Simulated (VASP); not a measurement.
Input of a VASP 6.6.1 run:

File INCAR:

```
ALGO = Normal ; EDIFF = 1E-6
ENCUT = 500 ; GGA_COMPAT = False
ISIF = 2 ; ISMEAR = -1
LASPH = True ; LCHARG = True
LELF = True ; LREAL = False
LVHAR = True ; LWAVE = False
NBANDS = 12 ; NELM = 120
PREC = Accurate ; SIGMA = 0.05
```

File KPOINTS:

```
k-points
0
Gamma
  6 6 6
```

The input POSCAR:

```
P
1.0
    3.5556900042     -0.0000000026     -0.0000000073
   -1.6119477003      3.1693147552     -0.0000000033
    0.0025803879     -2.1822889778      2.8072298739
P
2
Direct
    0.8033090000      0.0533090000      0.7500000000
    0.1966910000      0.9466910000      0.2500000000
```

Potentials or basis: VASP PAW LDA potentials, release 64 (P).

Run with:

```console
$ cat potpaw_LDA.64/P/POTCAR > POTCAR
$ mpirun -np 1 vasp_std > vasp.out
```

(1) Predict the pressure.

(2) Predict the band gap on the k mesh.

(3) Estimate the largest force.

## Answers

(1) -2.0 GPa.

(2) zero (bands 5 and 6 overlap by 0.78 eV).

(3) 0.154 eV/Å.

Caveat: the k points lie up to 0.37 Å⁻¹ apart, too coarse for converged energies and pressures of a metal.
